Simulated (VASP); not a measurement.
# TlH4 (Pm-3m) in VASP: a series of runs

The runs below take TlH4 through single point, relaxation of cell and atoms, with PBE.

All numbers are computed with VASP 6.6.1; they aren't measurements. Logs are shortened: lines on timing, memory, paths and dates and some standing lists are left out, and cuts for length are marked.

**1. The cell of the first run**

Symmetry: Pm-3m, No. 221, cubic system. Conventional cell: a = 3.844 Å, b = 3.844 Å, c = 3.844 Å, α = 90.00°, β = 90.00°, γ = 90.00°. Tl (site symmetry m-3m) has 6 H at 1.92 Å within 2.5 Å. Within 3.6 Å of H (site symmetry m-3m) lie 12 H at 2.72 Å and 8 Tl at 3.33 Å. H (site symmetry 4/mmm) has 2 Tl at 1.92 Å within 2.5 Å.

The cell was built from a structure type or drawn by symmetry, and may not be a known phase.

**2. Single point, PBE**

Input file INCAR:

```
SYSTEM = TlH4
ALGO = Normal
EDIFF = 1E-6
ENCUT = 520
GGA = PE
ISIF = 2
ISMEAR = 0
LASPH = .TRUE.
LCHARG = .FALSE.
LREAL = .FALSE.
LWAVE = .FALSE.
NBANDS = 16
NELM = 60
PREC = Accurate
SIGMA = 0.1
```

Input file KPOINTS:

```
k-points
0
G
  4 4 4
  0 0 0
```

Input file POSCAR:

```
TlH4
1.0
    3.8440576533      0.0000000000      0.0000000000
    0.0000000000      3.8440576533      0.0000000000
    0.0000000000      0.0000000000      3.8440576533
Tl H
1 4
Direct
    0.5000000000      0.5000000000      0.5000000000
    0.0000000000      0.0000000000      0.0000000000
    0.5000000000      0.5000000000      0.0000000000
    0.5000000000      0.0000000000      0.5000000000
    0.0000000000      0.5000000000      0.5000000000
```

Potentials or basis: VASP PAW PBE potentials, release 64 (Tl_d, H).

The run is started by

```sh
> cat potpaw_PBE.64/Tl_d/POTCAR potpaw_PBE.64/H/POTCAR > POTCAR
> mpirun -np 1 vasp_std > vasp.out
```

OUTCAR:

```text
SYSTEM = TlH4
   EDIFF = 1E-6
   ENCUT = 520
   GGA = PE
   ISIF = 2
   ISMEAR = 0
   LASPH = .TRUE.
   LREAL = .FALSE.
   NELM = 60
   PREC = Accurate

 ion  position               nearest neighbor table
   1  0.500  0.500  0.500-   3 1.92   4 1.92   5 1.92   3 1.92   4 1.92   5 1.92
   2  0.000  0.000  0.000-
   3  0.500  0.500  0.000-   1 1.92   1 1.92
   4  0.500  0.000  0.500-   1 1.92   1 1.92
   5  0.000  0.500  0.500-   1 1.92   1 1.92

  LATTYP: Found a simple cubic cell.
 ALAT       =     3.8440576533

  Lattice vectors:

 A1 = (   3.8440576533,   0.0000000000,   0.0000000000)
 A2 = (   0.0000000000,   3.8440576533,   0.0000000000)
 A3 = (   0.0000000000,   0.0000000000,   3.8440576533)

Analysis of symmetry for initial positions (statically):
=====================================================================
 Subroutine PRICEL returns:
 Original cell was already a primitive cell.

 Routine SETGRP: Setting up the symmetry group for a
 simple cubic supercell.

 Subroutine GETGRP returns: Found 48 space group operations
 (whereof 48 operations were pure point group operations)
 out of a pool of 48 trial point group operations.

The static configuration has the point symmetry O_h .

Analysis of symmetry for dynamics (positions and initial velocities):
=====================================================================
 Subroutine PRICEL returns:
 Original cell was already a primitive cell.

 Routine SETGRP: Setting up the symmetry group for a
 simple cubic supercell.

 Subroutine GETGRP returns: Found 48 space group operations
 (whereof 48 operations were pure point group operations)
 out of a pool of 48 trial point group operations.

The dynamic configuration has the point symmetry O_h .

 Subroutine INISYM returns: Found 48 space group operations
 (whereof 48 operations are pure point group operations),
 and found     1 'primitive' translations

----------------------------------------------------------------------------------------

                                     Primitive cell

  volume of cell :      56.8028

  direct lattice vectors                    reciprocal lattice vectors
     3.844057653  0.000000000  0.000000000     0.260141780  0.000000000  0.000000000
     0.000000000  3.844057653  0.000000000     0.000000000  0.260141780  0.000000000
     0.000000000  0.000000000  3.844057653     0.000000000  0.000000000  0.260141780

  length of vectors
     3.844057653  3.844057653  3.844057653     0.260141780  0.260141780  0.260141780

  position of ions in fractional coordinates (direct lattice)
     0.500000000  0.500000000  0.500000000
     0.000000000  0.000000000  0.000000000
     0.500000000  0.500000000  0.000000000
     0.500000000  0.000000000  0.500000000
     0.000000000  0.500000000  0.500000000

  ion indices of the primitive-cell ions
   primitive index   ion index
                 1           1
                 2           2
                 3           3
                 4           4
                 5           5

----------------------------------------------------------------------------------------

 KPOINTS: k-points

Automatic generation of k-mesh.
 Grid dimensions read from file:
 generate k-points for:    4    4    4

 Generating k-lattice:

  Cartesian coordinates                     Fractional coordinates (reciprocal lattice)
     0.065035445  0.000000000  0.000000000     0.250000000  0.000000000  0.000000000
     0.000000000  0.065035445  0.000000000     0.000000000  0.250000000  0.000000000
     0.000000000  0.000000000  0.065035445     0.000000000  0.000000000  0.250000000

  Length of vectors
     0.065035445  0.065035445  0.065035445

  Shift w.r.t. Gamma in fractional coordinates (k-lattice)
     0.000000000  0.000000000  0.000000000

 Subroutine IBZKPT returns following result:
 ===========================================

 Found     10 irreducible k-points:

 Following reciprocal coordinates:
            Coordinates               Weight
  0.000000  0.000000  0.000000      1.000000
  0.250000  0.000000  0.000000      6.000000
  0.500000  0.000000  0.000000      3.000000
  0.250000  0.250000  0.000000     12.000000
  0.500000  0.250000  0.000000     12.000000
  0.500000  0.500000  0.000000      3.000000
  0.250000  0.250000  0.250000      8.000000
  0.500000  0.250000  0.250000     12.000000
  0.500000  0.500000  0.250000      6.000000
  0.500000  0.500000  0.500000      1.000000
   k-points           NKPTS =     10   k-points in BZ     NKDIM =     10   number of bands    NBANDS=     16
   number of dos      NEDOS =    301   number of ions     NIONS =      5
   total plane-waves  NPLWV =  27000
   dimension x,y,z NGX =    30 NGY =   30 NGZ =   30
   dimension x,y,z NGXF=    60 NGYF=   60 NGZF=   60
   ions per type =               1   4
   NGX,Y,Z   is equivalent  to a cutoff of  12.97, 12.97, 12.97 a.u.
   NGXF,Y,Z  is equivalent  to a cutoff of  25.95, 25.95, 25.95 a.u.
 SYSTEM =  TlH4
   PREC   = accura    normal or accurate (medium, high low for compatibility)
   ISTART =      0    job   : 0-new  1-cont  2-samecut
   ICHARG =      2    charge: 1-file 2-atom 10-const
   ISPIN  =      1    spin polarized calculation?
   LNONCOLLINEAR =      F non collinear calculations
   LSORBIT =      F    spin-orbit coupling
   LASPH  =      T    aspherical Exc in radial PAW
   ENCUT  =  520.0 eV  38.22 Ry    6.18 a.u.   7.15  7.15  7.15*2*pi/ulx,y,z
   NELM   =     60;   NELMIN=  2; NELMDL= -5     # of ELM steps
   EDIFF  = 0.1E-05   stopping-criterion for ELM
   LREAL  =      F    real-space projection
   EDIFFG = 0.1E-04   stopping-criterion for IOM
   NSW    =      0    number of steps for IOM
   IBRION =     -1    ionic relax: 0-MD 1-quasi-New 2-CG
   NFREE  =      0    steps in history (QN), initial steepest desc. (CG)
   ISIF   =      2    stress and relaxation
   ISYM   =      2    0-nonsym 1-usesym 2-fastsym
   POTIM  = 0.5000    time-step for ionic-motion
   TEBEG  =    0.0;   TEEND  =   0.0 temperature during run
   PSTRESS=    0.0 pullay stress
   NELECT =      17.0000    total number of electrons
   NUPDOWN=      -1.0000    fix difference up-down
   EMIN   =  10.00;   EMAX   =-10.00  energy-range for DOS
   EFERMI =   0.00;   METHOD = LEGACY
   ISMEAR =     0;   SIGMA  =   0.10  broadening in eV -4-tet -1-fermi 0-gaus
   EFERMI_NEDOS =   21; number of points for ismear=-14 and -15
   IALGO  =     38    algorithm
   IMIX   =      4    mixing-type and parameters
     AMIX     =   0.40;   BMIX     =  1.00
     AMIX_MAG =   1.60;   BMIX_MAG =  1.00
  volume/ion in A,a.u.               =      11.36        76.66
  Fermi-wavevector in a.u.,A,eV,Ry     =   1.095052  2.069347 16.315263  1.199138
  Thomas-Fermi vector in A             =   2.231368
   LORBIT       =      0    0 simple, 1 ext, 2 COOP (PROOUT), +10 PAW based schemes
   GGA     = PE    functional components
   LHFCALC =     F    Hartree Fock is set to
   AEXX    =    0.0000 exact exchange contribution
   IVDW    =     0    specifies the selected vdW correction
   LEPSILON=     F    determine dielectric tensor
   LRPA    =     F    only Hartree local field effects (RPA)
 non-spin polarized calculation
 Gauss-broadening in eV      SIGMA  =   0.10
  energy-cutoff  :      520.00
  volume of cell :       56.80
 maximum number of plane-waves:      1568
 NGX is ok and might be reduce to    30
   NGX = 15   NGY = 15   NGZ = 15

 number of electron      17.0000003 magnetization

 Free energy of the ion-electron system (eV)
  ---------------------------------------------------
  ext. energy  EPLUGINS =         0.00000000
  ---------------------------------------------------
  free energy    TOTEN  =       -10.90741872 eV

  energy without entropy =      -10.89204176  energy(sigma->0) =      -10.89973024

 E-fermi :   1.3706     XC(G=0):  -8.7069

 val. band max:        1.3425219721   @ k =   0.5000   0.2500   0.0000
 cond. band min:       1.5649280892   @ k =   0.0000   0.0000   0.0000
 fundamental gap:      0.2224061171
 Fermi energy:         1.3706005238

 k-point     1 :       0.0000    0.0000    0.0000
  band No.  band energies     occupation
      1     -10.6594      2.00000
      2     -10.6594      2.00000
      3      -9.6258      2.00000
      4      -9.6258      2.00000
      5      -9.6258      2.00000
      6      -8.3441      2.00000
[... 8 lines left out ...]
     15      15.6337      0.00000
     16      15.7079      0.00000

 k-point     2 :       0.2500    0.0000    0.0000
  band No.  band energies     occupation
      1     -10.6517      2.00000
      2     -10.4401      2.00000
      3      -9.6618      2.00000
      4      -9.6618      2.00000
      5      -9.6232      2.00000
      6      -7.7665      2.00000
[... 8 lines left out ...]
     15      13.3161      0.00000
     16      13.3161      0.00000

 k-point     3 :       0.5000    0.0000    0.0000
  band No.  band energies     occupation
      1     -10.6440      2.00000
      2     -10.2480      2.00000
      3      -9.6973      2.00000
      4      -9.6973      2.00000
      5      -9.6206      2.00000
      6      -6.5822      2.00000
[... 8 lines left out ...]
     15      11.5752      0.00000
     16      11.5752      0.00000

 k-point     4 :       0.2500    0.2500    0.0000
  band No.  band energies     occupation
      1     -10.5504      2.00000
      2     -10.2713      2.00000
      3      -9.7061      2.00000
      4      -9.6594      2.00000
      5      -9.6578      2.00000
      6      -7.2348      2.00000
[... 8 lines left out ...]
     15      13.4144      0.00000
     16      13.5380      0.00000
[... 58 lines left out ...]
 k-point     8 :       0.5000    0.2500    0.2500
  band No.  band energies     occupation
      1     -10.2585      2.00000
      2      -9.9843      2.00000
      3      -9.7458      2.00000
      4      -9.7390      2.00000
      5      -9.6958      2.00000
      6      -5.6343      2.00000
[... 8 lines left out ...]
     15      14.0123      0.00000
     16      14.1839      0.00000

 k-point     9 :       0.5000    0.5000    0.2500
  band No.  band energies     occupation
      1     -10.1316      2.00000
      2      -9.7899      2.00000
      3      -9.7707      2.00000
      4      -9.7359      2.00000
      5      -9.7359      2.00000
      6      -4.4278      2.00000
[... 8 lines left out ...]
     15      14.7593      0.00000
     16      14.7593      0.00000

 k-point    10 :       0.5000    0.5000    0.5000
  band No.  band energies     occupation
      1      -9.7809      2.00000
      2      -9.7809      2.00000
      3      -9.7809      2.00000
      4      -9.7687      2.00000
      5      -9.7687      2.00000
      6      -2.5546      2.00000
[... 8 lines left out ...]
     15      15.4660      0.00000
     16      15.4660      0.00000

------------------------ aborting loop because EDIFF is reached ----------------------------------------

  FORCE on cell =-STRESS in cart. coord.  units (eV):
  Direction    XX          YY          ZZ          XY          YZ          ZX
  --------------------------------------------------------------------------------------
  -------------------------------------------------------------------------------------
  Total       -0.0961070     -0.0961070     -0.0961070      0.0000000      0.0000000     -0.0000000
  in kB       -2.7107894     -2.7107894     -2.7107894      0.0000000      0.0000000     -0.0000000
  external PRESSURE =      -2.7107894 kB  Pullay stress =       0.0000000 kB

 VOLUME and BASIS-vectors are now :
 -----------------------------------------------------------------------------
  energy-cutoff  :      520.00
  volume of cell :       56.80
      direct lattice vectors                 reciprocal lattice vectors
     3.844057653  0.000000000  0.000000000     0.260141780  0.000000000  0.000000000
     0.000000000  3.844057653  0.000000000     0.000000000  0.260141780  0.000000000
     0.000000000  0.000000000  3.844057653     0.000000000  0.000000000  0.260141780

 POSITION                                       TOTAL-FORCE (eV/Angst)
 -----------------------------------------------------------------------------------
      1.92203      1.92203      1.92203         0.000000      0.000000      0.000000
      0.00000      0.00000      0.00000         0.000000      0.000000      0.000000
      1.92203      1.92203      0.00000         0.000000      0.000000      0.000000
      1.92203      0.00000      1.92203         0.000000      0.000000      0.000000
      0.00000      1.92203      1.92203         0.000000      0.000000      0.000000
 -----------------------------------------------------------------------------------
    total drift:                                0.000000      0.000000      0.000000

  FREE ENERGIE OF THE ION-ELECTRON SYSTEM (eV)
  ---------------------------------------------------
  free  energy   TOTEN  =       -10.9074187240 eV

  energy  without entropy=      -10.8920417566  energy(sigma->0) =      -10.89973024
```

Run time: 4.8 s. Hardware: 1 thread of Intel Xeon 6975P-C (Granite Rapids), shared host; peak memory 0.16 GiB.

Results:

| Quantity | Value |
| --- | --- |
| Free energy | -10.9074 eV |
| Pressure | -0.3 GPa |
| Band gap on the k mesh | zero (an odd number of electrons rules out a gap without spin polarisation) |

Caveat: the k points lie up to 0.41 Å⁻¹ apart, too coarse for converged energies and pressures of a metal; spin-orbit coupling is left out, which moves the levels of the heavy elements.

**3. Single point, PBE**

This run uses another cell than the first one, of 12.93 Å³/atom.

Input file INCAR:

```
PREC = Accurate
ENCUT = 520
EDIFF = 1E-6
ISMEAR = 0
SIGMA = 0.1
LREAL = False
LASPH = True
NELM = 80
ALGO = Normal
ISIF = 2
LWAVE = False
LCHARG = False
GGA = PE
NBANDS = 16
```

Input file KPOINTS:

```
regular mesh
0
Gamma
  4 4 4
```

POSCAR: that of step 2 with these lines changed.

```diff
@@ -2,5 +2,5 @@
 1.0
-    3.8440576533      0.0000000000      0.0000000000
-    0.0000000000      3.8440576533      0.0000000000
-    0.0000000000      0.0000000000      3.8440576533
+    4.0138441200      0.0000000000      0.0000000000
+    0.0000000000      4.0138441200      0.0000000000
+    0.0000000000      0.0000000000      4.0138441200
 Tl H
```

Potentials or basis: VASP PAW PBE potentials, release 64 (Tl_d, H).

The run is started by

```sh
> cat potpaw_PBE.64/Tl_d/POTCAR potpaw_PBE.64/H/POTCAR > POTCAR
> mpirun -np 1 vasp_std > vasp.out
```

It took 4.9 s on 1 thread of Intel Xeon 6975P-C (Granite Rapids), shared host; peak memory 0.16 GiB.

It converged, with:

| Property | Result |
| --- | --- |
| Free energy | -10.7828 eV |
| Pressure | -4.6 GPa |
| Band gap on the k mesh | zero (an odd number of electrons rules out a gap without spin polarisation) |

Levels at points of the mesh, in eV from the Fermi level:
```csv
k point,band 7,band 8,band 9,band 10,band 11,band 12
"(0.00, 0.00, 0.00)",0.09,0.80,0.80,3.98,3.98,3.98
"(0.50, 0.00, 0.00)",-4.38,0.39,0.98,5.05,5.05,5.60
"(0.50, 0.50, 0.00)",-3.72,-3.72,-0.51,3.77,6.05,7.70
"(0.50, 0.50, 0.50)",-3.40,-3.40,-3.40,-0.07,5.73,5.73
```

Caveat: the k points lie up to 0.39 Å⁻¹ apart, too coarse for converged energies and pressures of a metal; spin-orbit coupling is left out, which moves the levels of the heavy elements.

(Continued in part 2 of 2.)
